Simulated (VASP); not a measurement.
Runs of VASP 6.6.1 on Bi. The structure is that of space group Fm-3m (No. 225), or close to it. The cells are those of the table. 

```csv
spin,cell,k mesh,gap on the mesh (eV),pressure (GPa)
off,"a = 3.650 Å, angles 60.0°, 1 atom",12 × 12 × 12,none,(b)
off,"a = 3.695 Å, angles 60.0°, 1 atom",12 × 12 × 12,none,-4.6
off,"a = 3.410 Å, angles 60.0°, 1 atom",12 × 12 × 12,none,(a)
"non-collinear, zero start, SOC","a = 3.558 Å, angles 60.0°, 1 atom",11 × 11 × 11,-,1.3
off,"a = 3.558 Å, angles 60.0°, 1 atom",11 × 11 × 11,none,0.0
```

Alike in all rows: task single point; level PBE; potentials or basis VASP PAW PBE potentials, release 64 (Bi_d); cutoff (eV) 520; smearing fermi-dirac 0.1 eV.

Task: Fill in the values left out.

Result: (a) 8.5; (b) -3.5.

Caveats: spin-orbit coupling is left out, which moves the levels of the heavy elements (some runs).

A k mesh can miss the band edges, and rows without SOC leave out spin-orbit coupling on Bi.

A gap of «none» marks levels without a gap at the run's occupations.
